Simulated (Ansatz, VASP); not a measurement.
## One calculation of GaAs, two programs

```xyz
2
Lattice="0.0000 2.8751 2.8751 2.8751 0.0000 2.8751 2.8751 2.8751 0.0000" Properties=species:S:1:pos:R:3 pbc="T T T"
Ga    0.0000    0.0000    0.0000
As    1.4375    1.4375    1.4375
```

Alike in both runs: task single point; functional PBE; k mesh 4 × 4 × 4; occupations tetrahedron; no spin polarisation; Hubbard terms Ga d U = 5.0 eV.

|  | VASP | Ansatz |
| --- | --- | --- |
| version | VASP 6.6.1 | Ansatz 0.2.0 |
| potentials or method | VASP PAW PBE potentials, release 64 (Ga_d, As), cutoff 500 eV | scalar-relativistic, plane waves, PAW |
| valence electrons in the cell | 18 | 28 |

|  | VASP | Ansatz | Ansatz less VASP |
| --- | --- | --- | --- |
| gap on the k mesh at the Fermi level (eV) | 0.30 | 0.13 | -0.164 |
| least direct gap on the mesh (eV) | 0.30 | 0.13 | -0.164 |
| pressure (GPa) | -1.6 | 0.1 | +1.70 |

The programs project onto different local orbitals, so the same U acts differently, and such runs can settle in different states. VASP's potentials hold 18 valence electrons a cell and Ansatz's 28, so a difference there can come from the potentials and not from the codes. Ansatz's warnings: band table not solved further, tetrahedron derivatives may miss energy slope.

The k mesh is coarse, so the values compare programs but aren't converged.
